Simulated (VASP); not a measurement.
# Yb (Im-3m) in VASP: a series of runs

Yb is run at these levels: PBE; tasks: single point.

Everything below comes from runs of VASP 6.6.1. Logs are shortened: lines on timing, memory, paths and dates and some standing lists are left out, and cuts for length are marked.

**1. The cell of the first run**

Symmetry: Im-3m, No. 229, cubic system. The conventional cell has a = 3.890 Å, b = 3.890 Å, c = 3.890 Å, α = 90.00°, β = 90.00°, γ = 90.00°. Within 4.4 Å of Yb (site symmetry m-3m) lie 14 Yb at 3.37 to 3.89 Å.

**2. Single point, PBE (volume scaled by 0.85)**

Input file INCAR:

```
SYSTEM = Yb
PREC = Accurate
ENCUT = 520
EDIFF = 1E-6
ISMEAR = -1
SIGMA = 0.08
LREAL = .False.
LASPH = .True.
NELM = 100
ALGO = Normal
ISIF = 2
LWAVE = .False.
LCHARG = .False.
GGA = PE
NBANDS = 18
```

Input file KPOINTS:

```
Automatic mesh
0
Gamma
  14 14 14
  0 0 0
```

Input file POSCAR:

```
Yb
1.0
   -1.9449721565      1.9449721565      1.9449721565
    1.9449721565     -1.9449721565      1.9449721565
    1.9449721565      1.9449721565     -1.9449721565
Yb
1
Direct
    0.0000000000      0.0000000000      0.0000000000
```

Potentials or basis: VASP PAW PBE potentials, release 64 (Yb).

Run with:

```
$ cat potpaw_PBE.64/Yb/POTCAR > POTCAR
$ mpirun -np 1 vasp_std > vasp.out
```

OUTCAR:

```text
SYSTEM = Yb
   PREC = Accurate
   ENCUT = 520
   EDIFF = 1E-6
   ISMEAR = -1
   LREAL = .False.
   LASPH = .True.
   NELM = 100
   ISIF = 2
   GGA = PE

 ion  position               nearest neighbor table
   1  0.000  0.000  0.000-

  LATTYP: Found a body centered cubic cell.
 ALAT       =     3.8899443130

  Lattice vectors:

 A1 = (  -1.9449721565,   1.9449721565,   1.9449721565)
 A2 = (   1.9449721565,  -1.9449721565,   1.9449721565)
 A3 = (   1.9449721565,   1.9449721565,  -1.9449721565)

Analysis of symmetry for initial positions (statically):
=====================================================================
 Subroutine PRICEL returns:
 Original cell was already a primitive cell.

 Routine SETGRP: Setting up the symmetry group for a
 body centered cubic supercell.

 Subroutine GETGRP returns: Found 48 space group operations
 (whereof 48 operations were pure point group operations)
 out of a pool of 48 trial point group operations.

The static configuration has the point symmetry O_h .

Analysis of symmetry for dynamics (positions and initial velocities):
=====================================================================
 Subroutine PRICEL returns:
 Original cell was already a primitive cell.

 Routine SETGRP: Setting up the symmetry group for a
 body centered cubic supercell.

 Subroutine GETGRP returns: Found 48 space group operations
 (whereof 48 operations were pure point group operations)
 out of a pool of 48 trial point group operations.

The dynamic configuration has the point symmetry O_h .

 Subroutine INISYM returns: Found 48 space group operations
 (whereof 48 operations are pure point group operations),
 and found     1 'primitive' translations

----------------------------------------------------------------------------------------

                                     Primitive cell

  volume of cell :      29.4307

  direct lattice vectors                    reciprocal lattice vectors
    -1.944972156  1.944972156  1.944972156     0.000000000  0.257073089  0.257073089
     1.944972156 -1.944972156  1.944972156     0.257073089  0.000000000  0.257073089
     1.944972156  1.944972156 -1.944972156     0.257073089  0.257073089  0.000000000

  length of vectors
     3.368790594  3.368790594  3.368790594     0.363556249  0.363556249  0.363556249

  position of ions in fractional coordinates (direct lattice)
     0.000000000  0.000000000  0.000000000

  ion indices of the primitive-cell ions
   primitive index   ion index
                 1           1

----------------------------------------------------------------------------------------

 KPOINTS: Automatic mesh

Automatic generation of k-mesh.
 Grid dimensions read from file:
 generate k-points for:   14   14   14

 Generating k-lattice:

  Cartesian coordinates                     Fractional coordinates (reciprocal lattice)
     0.000000000  0.018362363  0.018362363     0.071428571  0.000000000  0.000000000
     0.018362363  0.000000000  0.018362363     0.000000000  0.071428571  0.000000000
     0.018362363  0.018362363  0.000000000     0.000000000  0.000000000  0.071428571

  Length of vectors
     0.025968303  0.025968303  0.025968303

  Shift w.r.t. Gamma in fractional coordinates (k-lattice)
     0.000000000  0.000000000  0.000000000

 Subroutine IBZKPT returns following result:
 ===========================================

 Found    104 irreducible k-points:

 Following reciprocal coordinates:
            Coordinates               Weight
  0.000000  0.000000  0.000000      1.000000
  0.071429  0.000000  0.000000     12.000000
  0.142857  0.000000  0.000000     12.000000
  0.214286  0.000000  0.000000     12.000000
  0.285714  0.000000  0.000000     12.000000
  0.357143  0.000000  0.000000     12.000000
[... 16 lines left out ...]
  0.285714  0.285714  0.000000     24.000000
  0.357143  0.285714 -0.000000     24.000000
 [... further k-points ...]
   k-points           NKPTS =    104   k-points in BZ     NKDIM =    104   number of bands    NBANDS=     18
   number of dos      NEDOS =    301   number of ions     NIONS =      1
   total plane-waves  NPLWV =  21952
   dimension x,y,z NGX =    28 NGY =   28 NGZ =   28
   dimension x,y,z NGXF=    56 NGYF=   56 NGZF=   56
   ions per type =               1
   NGX,Y,Z   is equivalent  to a cutoff of  13.82, 13.82, 13.82 a.u.
   NGXF,Y,Z  is equivalent  to a cutoff of  27.64, 27.64, 27.64 a.u.
 SYSTEM =  Yb
   PREC   = accura    normal or accurate (medium, high low for compatibility)
   ISTART =      0    job   : 0-new  1-cont  2-samecut
   ICHARG =      2    charge: 1-file 2-atom 10-const
   ISPIN  =      1    spin polarized calculation?
   LNONCOLLINEAR =      F non collinear calculations
   LSORBIT =      F    spin-orbit coupling
   LASPH  =      T    aspherical Exc in radial PAW
   ENCUT  =  520.0 eV  38.22 Ry    6.18 a.u.   6.26  6.26  6.26*2*pi/ulx,y,z
   NELM   =    100;   NELMIN=  2; NELMDL= -5     # of ELM steps
   EDIFF  = 0.1E-05   stopping-criterion for ELM
   LREAL  =      F    real-space projection
[... 7 lines left out ...]
   TEBEG  =    0.0;   TEEND  =   0.0 temperature during run
   PSTRESS=    0.0 pullay stress
   NELECT =      24.0000    total number of electrons
   NUPDOWN=      -1.0000    fix difference up-down
   EMIN   =  10.00;   EMAX   =-10.00  energy-range for DOS
   EFERMI =   0.00;   METHOD = LEGACY
   ISMEAR =    -1;   SIGMA  =   0.08  broadening in eV -4-tet -1-fermi 0-gaus
   EFERMI_NEDOS =   21; number of points for ismear=-14 and -15
   IALGO  =     38    algorithm
   IMIX   =      4    mixing-type and parameters
     AMIX     =   0.40;   BMIX     =  1.00
     AMIX_MAG =   1.60;   BMIX_MAG =  1.00
  volume/ion in A,a.u.               =      29.43       198.61
  Fermi-wavevector in a.u.,A,eV,Ry     =   1.529485  2.890307 31.828436  2.339324
  Thomas-Fermi vector in A             =   2.637099
   LORBIT       =      0    0 simple, 1 ext, 2 COOP (PROOUT), +10 PAW based schemes
   GGA     = PE    functional components
   LHFCALC =     F    Hartree Fock is set to
   AEXX    =    0.0000 exact exchange contribution
   IVDW    =     0    specifies the selected vdW correction
   LEPSILON=     F    determine dielectric tensor
   LRPA    =     F    only Hartree local field effects (RPA)
 non-spin polarized calculation
  energy-cutoff  :      520.00
  volume of cell :       29.43
 maximum number of plane-waves:       806
 NGX is ok and might be reduce to    28
   NGX = 13   NGY = 13   NGZ = 13

 number of electron      24.0000011 magnetization

 Free energy of the ion-electron system (eV)
  ---------------------------------------------------
  ext. energy  EPLUGINS =         0.00000000
  ---------------------------------------------------
  free energy    TOTEN  =        -3.53655603 eV

  energy without entropy =       -3.49383251  energy(sigma->0) =       -3.51519427

 E-fermi :   2.2189     XC(G=0): -10.3648

 val. band max:        2.2028131452   @ k =  -0.4286  -0.4286   0.2143
 cond. band min:       2.2534948994   @ k =  -0.3571  -0.4286   0.1429
 fundamental gap:      0.0506817542
 Fermi energy:         2.2188534660

 k-point     1 :       0.0000    0.0000    0.0000
  band No.  band energies     occupation
      1     -49.4007      2.00000
      2     -21.4121      2.00000
      3     -21.4121      2.00000
      4     -21.4121      2.00000
      5      -3.3217      2.00000
      6       1.6441      1.99848
[... 10 lines left out ...]
     17       7.6168      0.00000
     18      14.1338      0.00000

 k-point     2 :       0.0714    0.0000    0.0000
  band No.  band energies     occupation
      1     -49.3985      2.00000
      2     -21.4465      2.00000
      3     -21.4225      2.00000
      4     -21.4122      2.00000
      5      -3.1658      2.00000
      6       1.6442      1.99848
[... 10 lines left out ...]
     17       7.6146      0.00000
     18      14.3315      0.00000

 k-point     3 :       0.1429    0.0000    0.0000
  band No.  band energies     occupation
      1     -49.3922      2.00000
      2     -21.5417      2.00000
      3     -21.4519      2.00000
      4     -21.4128      2.00000
      5      -2.7163      2.00000
      6       1.6447      1.99847
[... 10 lines left out ...]
     17       7.6280      0.00000
     18      14.6818      0.00000

 k-point     4 :       0.2143    0.0000    0.0000
  band No.  band energies     occupation
      1     -49.3832      2.00000
      2     -21.6757      2.00000
      3     -21.4939      2.00000
      4     -21.4136      2.00000
      5      -2.0291      2.00000
      6       1.6478      1.99841
[... 10 lines left out ...]
     17       7.7002      0.00000
     18      14.6884      0.00000

 k-point     5 :       0.2857    0.0000    0.0000
  band No.  band energies     occupation
      1     -49.3732      2.00000
      2     -21.8197      2.00000
      3     -21.5401      2.00000
      4     -21.4146      2.00000
      5      -1.2060      2.00000
      6       1.6568      1.99822
[... 10 lines left out ...]
     17       7.8659      0.00000
     18      13.8529      0.00000

 k-point     6 :       0.3571    0.0000    0.0000
  band No.  band energies     occupation
      1     -49.3641      2.00000
      2     -21.9457      2.00000
      3     -21.5814      2.00000
      4     -21.4155      2.00000
      5      -0.4153      2.00000
      6       1.6546      1.99827
[... 307 lines left out ...]
 k-point    21 :       0.2857    0.2143   -0.0000
  band No.  band energies     occupation
      1     -49.3556      2.00000
      2     -21.9512      2.00000
      3     -21.6780      2.00000
      4     -21.4774      2.00000
      5       0.7264      2.00000
      6       1.6524      1.99832
[... 10 lines left out ...]
     17      10.2159      0.00000
     18      11.6166      0.00000

 k-point    22 :       0.3571    0.2143    0.0000
  band No.  band energies     occupation
      1     -49.3522      2.00000
      2     -21.9686      2.00000
      3     -21.7204      2.00000
      4     -21.4810      2.00000
      5       1.1473      2.00000
      6       1.6604      1.99814
[... 10 lines left out ...]
     17      10.3066      0.00000
     18      11.5299      0.00000

 k-point    23 :       0.2857    0.2857    0.0000
  band No.  band energies     occupation
      1     -49.3517      2.00000
      2     -21.9329      2.00000
      3     -21.7591      2.00000
      4     -21.4890      2.00000
      5       1.3352      1.99997
      6       1.6624      1.99810
[... 10 lines left out ...]
     17      10.0283      0.00000
     18      11.6739      0.00000

 k-point    24 :       0.3571    0.2857   -0.0000
  band No.  band energies     occupation
      1     -49.3503      2.00000
      2     -21.9076      2.00000
      3     -21.8077      2.00000
      4     -21.4923      2.00000
      5       1.5055      1.99973
      6       1.6703      1.99790
[... 10 lines left out ...]
     17       9.4194      0.00000
     18      12.2903      0.00000

 [... further k-points ...]
[... 5 lines left out ...]
  --------------------------------------------------------------------------------------
  -------------------------------------------------------------------------------------
  Total        0.7877149      0.7877149      0.7877149      0.0000000      0.0000000      0.0000000
  in kB       42.8824419     42.8824419     42.8824419      0.0000000      0.0000000      0.0000000
  external PRESSURE =      42.8824419 kB  Pullay stress =       0.0000000 kB

 VOLUME and BASIS-vectors are now :
 -----------------------------------------------------------------------------
  energy-cutoff  :      520.00
  volume of cell :       29.43
      direct lattice vectors                 reciprocal lattice vectors
    -1.944972156  1.944972156  1.944972156     0.000000000  0.257073089  0.257073089
     1.944972156 -1.944972156  1.944972156     0.257073089  0.000000000  0.257073089
     1.944972156  1.944972156 -1.944972156     0.257073089  0.257073089  0.000000000

 POSITION                                       TOTAL-FORCE (eV/Angst)
 -----------------------------------------------------------------------------------
      0.00000      0.00000      0.00000         0.000000      0.000000      0.000000
 -----------------------------------------------------------------------------------
    total drift:                               -0.000000     -0.000000     -0.000000

  FREE ENERGIE OF THE ION-ELECTRON SYSTEM (eV)
  ---------------------------------------------------
  free  energy   TOTEN  =        -3.5365560270 eV

  energy  without entropy=       -3.4938325069  energy(sigma->0) =       -3.51519427
```

It took 41 s on 1 thread of Intel Xeon 6975P-C (Granite Rapids), shared host; peak memory 0.21 GiB.

What came out:

| Quantity | Value |
| --- | --- |
| Free energy | -3.5366 eV |
| Pressure | 4.3 GPa |
| Band gap on the k mesh | zero (band 12 reaches 2.59 eV, above the bottom of band 13 at 1.85 eV) |

Levels at points of the mesh, in eV from the Fermi level:
```
           k point  band 8  band 9  band 10  band 11  band 12  band 13  band 14  band 15  band 16  band 17
(0.00, 0.00, 0.00)   -0.57   -0.39    -0.39    -0.39    -0.35     3.13     3.13     3.13     5.40     5.40
(0.50, 0.00, 0.00)   -0.51   -0.43    -0.42    -0.40    -0.37     1.19     1.23     5.23     6.35     8.67
(0.50, 0.50, 0.50)   -0.51   -0.51    -0.51    -0.37    -0.37    -0.37     6.53     6.53     6.53     7.88
```

Caveat: spin-orbit coupling is left out, which moves the levels of the heavy elements.

**3. Single point, PBE (volume scaled by 0.95)**

Input file INCAR:

```
SYSTEM = Yb
  PREC = Accurate
  ENCUT = 520
  EDIFF = 1E-6
  ISMEAR = -1
  SIGMA = 0.08
  LREAL = .FALSE.
  LASPH = .TRUE.
  NELM = 80
  ALGO = Normal
  ISIF = 2
  LWAVE = .FALSE.
  LCHARG = .TRUE.
  GGA = PE
  LELF = .TRUE.
  LVHAR = .TRUE.
  NBANDS = 18
```

Input file KPOINTS:

```
regular mesh
0
G
  14 14 14
  0 0 0
```

Input file POSCAR:

```
Yb
1.0
   -2.0184358368      2.0184358368      2.0184358368
    2.0184358368     -2.0184358368      2.0184358368
    2.0184358368      2.0184358368     -2.0184358368
Yb
1
Direct
    0.0000000000      0.0000000000      0.0000000000
```

Potentials or basis: VASP PAW PBE potentials, release 64 (Yb).

Run with:

```
$ cat potpaw_PBE.64/Yb/POTCAR > POTCAR
$ mpirun -np 1 vasp_std > vasp.out
```

Wall time 50 s (1 thread of Intel Xeon 6975P-C (Granite Rapids), shared host); peak memory 0.21 GiB.

It converged, with:

| Quantity | Value |
| --- | --- |
| Free energy | -3.5920 eV |
| Pressure | 0.3 GPa |
| Band gap on the k mesh | zero (band 12 reaches 2.14 eV, above the bottom of band 13 at 1.48 eV) |

Levels at points of the mesh, in eV from the Fermi level:
| k point | band 9 | band 10 | band 11 | band 12 | band 13 | band 14 | band 15 | band 16 |
| --- | --- | --- | --- | --- | --- | --- | --- | --- |
| (0.00, 0.00, 0.00) | -0.39 | -0.39 | -0.39 | -0.36 | 3.00 | 3.00 | 3.00 | 5.05 |
| (0.50, 0.00, 0.00) | -0.42 | -0.42 | -0.39 | -0.37 | 0.83 | 1.25 | 4.81 | 5.87 |
| (0.50, 0.50, 0.50) | -0.49 | -0.49 | -0.37 | -0.37 | -0.37 | 5.73 | 5.73 | 5.73 |

Caveat: spin-orbit coupling is left out, which moves the levels of the heavy elements.
